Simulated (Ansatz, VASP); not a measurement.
# Two plane-wave programs on Si2B3

The input INCAR:

```
ALGO = Normal
EDIFF = 1E-6
ENCUT = 500
GGA = PE
GGA_COMPAT = False
ISIF = 2
ISMEAR = 0
LASPH = True
LCHARG = True
LELF = True
LREAL = False
LVHAR = True
LWAVE = False
NBANDS = 28
NELM = 120
PREC = Accurate
SIGMA = 0.2
```

File KPOINTS:

```
k-points
0
Gamma
  8 4 4
```

POSCAR

```
Si2B3
1.0
    3.0708092472      0.0000000000      0.0000000000
    0.0000000000      5.3187976366      0.0000000000
    0.0000000000      0.0000000000      5.7861005064
Si B
4 6
Direct
    0.5000000000      0.1666666667      0.8107657715
    1.0000000000      0.6666666667      0.8107657715
    1.0000000000      0.3333333333      0.1892342285
    0.5000000000      0.8333333333      0.1892342285
    0.5000000000      0.5000000000      0.0000000000
    0.0000000000      0.0000000000      0.0000000000
    1.0000000000      0.3333333333      0.5288136195
    0.5000000000      0.8333333333      0.5288136195
    0.5000000000      0.1666666667      0.4711863805
    1.0000000000      0.6666666667      0.4711863805
```

Input for Ansatz:

```yaml
crystal:
  lattice:
    - [3.0708092472, 0.0, 0.0]
    - [0.0, 5.3187976366, 0.0]
    - [0.0, 0.0, 5.7861005064]
  atoms:
    - { symbol: Si, position: [0.5, 0.1666666667, 0.8107657715] }
    - { symbol: Si, position: [1.0, 0.6666666667, 0.8107657715] }
    - { symbol: Si, position: [1.0, 0.3333333333, 0.1892342285] }
    - { symbol: Si, position: [0.5, 0.8333333333, 0.1892342285] }
    - { symbol: B, position: [0.5, 0.5, 0.0] }
    - { symbol: B, position: [0.0, 0.0, 0.0] }
    - { symbol: B, position: [1.0, 0.3333333333, 0.5288136195] }
    - { symbol: B, position: [0.5, 0.8333333333, 0.5288136195] }
    - { symbol: B, position: [0.5, 0.1666666667, 0.4711863805] }
    - { symbol: B, position: [1.0, 0.6666666667, 0.4711863805] }
basis:
  ecutwfc: 420
kpoints:
  mp_grid: { grid: [8, 4, 4] }
hamiltonian:
  xc: pbe
scf:
  occupations: { method: gaussian, width: 0.2 }
  lower_state_search: "off"
output:
  forces: true
  stress: true
  eigenvalues: true
```

Alike in both runs: task single point; functional PBE; k mesh 8 × 4 × 4; occupations gaussian, width 0.2 eV; no spin polarisation.

|  | VASP | Ansatz |
| --- | --- | --- |
| version | VASP 6.6.1 | Ansatz 0.2.0 |
| potentials or method | VASP PAW PBE potentials, release 64 (Si, B), cutoff 500 eV | scalar-relativistic, plane waves, PAW |
| valence electrons in the cell | 34 | 34 |

|  | VASP | Ansatz | Ansatz less VASP |
| --- | --- | --- | --- |
| gap on the k mesh at the Fermi level (eV) | none | none | - |
| pressure (GPa) | -0.2 | -0.2 | +0.04 |
| traceless stress, the component that is largest in VASP (GPa) | -1.11 | -1.10 | +0.002 |
| rms of the force components (eV/Å) | 0.033 | 0.033 | 0.0000 |

Atom by atom the forces differ by 0.002 eV/Å (rms over components). A gap of «none» marks a metal or a gap that the smearing closes. With one functional, cell and mesh, what is left measures potentials, basis and numerics.
